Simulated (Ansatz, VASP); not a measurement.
## One calculation of BN, two programs

Contents of INCAR:

```
ALGO = Normal
EDIFF = 1E-7
ENCUT = 520
GGA = PE
ISIF = 2
ISMEAR = 0
LASPH = True
LCHARG = False
LREAL = False
LWAVE = False
NBANDS = 36
NELM = 60
PREC = Accurate
SIGMA = 0.05
```

File KPOINTS:

```
k-points
0
Gamma
  10 10 2
```

The input POSCAR:

```
BN
1.0
   -2.5539396017      0.0000000000      0.0000000000
   -1.2769698008     -2.2117765748      0.0000000000
    0.0000000000      0.0000000000     13.1805650000
B N
6 6
Direct
    0.6666666667      0.6666666667      0.2203527326
    0.6666666667      0.6666666667      0.5410411856
    0.6666666667      0.6666666667      0.8617296387
    0.3333333333      0.3333333333      0.0600085061
    0.3333333333      0.3333333333      0.3806969591
    0.3333333333      0.3333333333      0.7013854122
    0.6666666667      0.6666666667      0.1002715827
    0.6666666667      0.6666666667      0.4209600358
    0.6666666667      0.6666666667      0.7416484888
    0.3333333333      0.3333333333      0.9019927153
    0.3333333333      0.3333333333      0.2606158093
    0.3333333333      0.3333333333      0.5813042623
```

Input for Ansatz:

```yaml
crystal:
  lattice:
    - [-2.5539396017, 0.0, 0.0]
    - [-1.2769698008, -2.2117765748, 0.0]
    - [0.0, 0.0, 13.180565]
  atoms:
    - { symbol: B, position: [0.6666666667, 0.6666666667, 0.2203527326] }
    - { symbol: B, position: [0.6666666667, 0.6666666667, 0.5410411856] }
    - { symbol: B, position: [0.6666666667, 0.6666666667, 0.8617296387] }
    - { symbol: B, position: [0.3333333333, 0.3333333333, 0.0600085061] }
    - { symbol: B, position: [0.3333333333, 0.3333333333, 0.3806969591] }
    - { symbol: B, position: [0.3333333333, 0.3333333333, 0.7013854122] }
    - { symbol: "N", position: [0.6666666667, 0.6666666667, 0.1002715827] }
    - { symbol: "N", position: [0.6666666667, 0.6666666667, 0.4209600358] }
    - { symbol: "N", position: [0.6666666667, 0.6666666667, 0.7416484888] }
    - { symbol: "N", position: [0.3333333333, 0.3333333333, 0.9019927153] }
    - { symbol: "N", position: [0.3333333333, 0.3333333333, 0.2606158093] }
    - { symbol: "N", position: [0.3333333333, 0.3333333333, 0.5813042623] }
basis:
  ecutwfc: 420
kpoints:
  mp_grid: { grid: [10, 10, 2] }
hamiltonian:
  xc: pbe
scf:
  occupations: { method: gaussian, width: 0.05 }
output:
  forces: true
  stress: true
  eigenvalues: true
  write_density: true
  write_potential: true
  elf: true
  volumetric_format: npy
```

Alike in both runs: task single point; functional PBE; k mesh 10 × 10 × 2; occupations gaussian, width 0.05 eV; no spin polarisation.

|  | VASP | Ansatz |
| --- | --- | --- |
| version | VASP 6.6.1 | Ansatz 0.2.0 |
| potentials or method | VASP PAW PBE potentials, release 64 (B, N), cutoff 520 eV | scalar-relativistic, plane waves, PAW |
| valence electrons in the cell | 48 | 48 |

```tsv
	VASP	Ansatz	Ansatz less VASP
gap on the k mesh at the Fermi level (eV)	3.82	3.82	0.000
least direct gap on the mesh (eV)	4.54	4.54	-0.004
pressure (GPa)	-6.0	-6.2	-0.20
traceless stress, the component that is largest in VASP (GPa)	-10.63	-10.56	+0.070
rms of the force components (eV/Å)	0.630	0.628	-0.0016
```

Atom by atom the forces differ by 0.004 eV/Å (rms over components).
